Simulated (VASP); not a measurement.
Wanted: the native input for a VASP 6.6.1 run.

| Quantity | Value |
| --- | --- |
| Task | relaxation of cell and atoms |
| Functional | PBE |
| Potentials or basis | VASP PAW PBE potentials, release 64 (Ni, H) |
| Cutoff | 600 eV |
| k mesh | 8 × 8 × 8 |
| Occupations | gaussian, width 0.1 eV |
| Spin | collinear spin, ferromagnetic start |
| Starting moments | [0.2, 0.2, 0.0] μB |
| Dipole correction | no |
| Further INCAR settings | ALGO = Normal; EDIFF = 1e-06; IBRION = 2; EDIFFG = -0.04; NSW = 90; ISIF = 3 |

The structure of Ni2H lies in POSCAR:

```
Ni2H
1.0
   -1.5313472603      1.5313472603      2.5115669720
    1.5313472603     -1.5313472603      2.5115669720
    1.5313472603      1.5313472603     -2.5115669720
Ni H
2 1
Direct
    0.5930000000      0.5930000000      0.0000000000
    0.4070000000      0.4070000000      0.0000000000
    0.0000000000      0.0000000000      0.0000000000
```

These files were run (other wordings do the same):

INCAR

```
SYSTEM = Ni2H
ALGO = Normal
EDIFF = 1E-6
EDIFFG = -0.04
ENCUT = 600
GGA = PE
IBRION = 2
ISIF = 3
ISMEAR = 0
ISPIN = 2
LASPH = .TRUE.
LCHARG = .FALSE.
LMAXMIX = 4
LORBIT = 11
LREAL = .FALSE.
LWAVE = .FALSE.
MAGMOM = 0.2 0.2 0
NELM = 150
NSW = 90
PREC = Accurate
SIGMA = 0.1
```

KPOINTS

```
k-points
0
G
  8 8 8
  0 0 0
```

Potentials or basis: VASP PAW PBE potentials, release 64 (Ni, H).

Run with:

```sh
$ cat potpaw_PBE.64/Ni/POTCAR potpaw_PBE.64/H/POTCAR > POTCAR
$ mpirun -np 1 vasp_std > vasp.out
```

It gave:

The relaxed volume is 9.59 Å³/atom and the relaxed cell is a = 3.585 Å, b = 3.585 Å, c = 3.585 Å, α = 126.53°, β = 126.53°, γ = 79.01°. The space group after relaxing (to 0.1 Å) is I4/mmm (No. 139) and the pressure after relaxing is -0.2 GPa. The largest force after relaxing is 0.026 eV/Å, the net moment is 0.00 μB per cell and the valence electrons inside the program's atomic spheres are Ni 9.31; H 0.52.

Caveat: the volume moved by over 15 % at a fixed basis, so the end points are rough.

It took 17 min on 1 thread of Intel(R) Xeon(R) Platinum 8259CL CPU @ 2.50GHz (Skylake/Cascade Lake), on a shared host, peak memory 0.21 GiB.
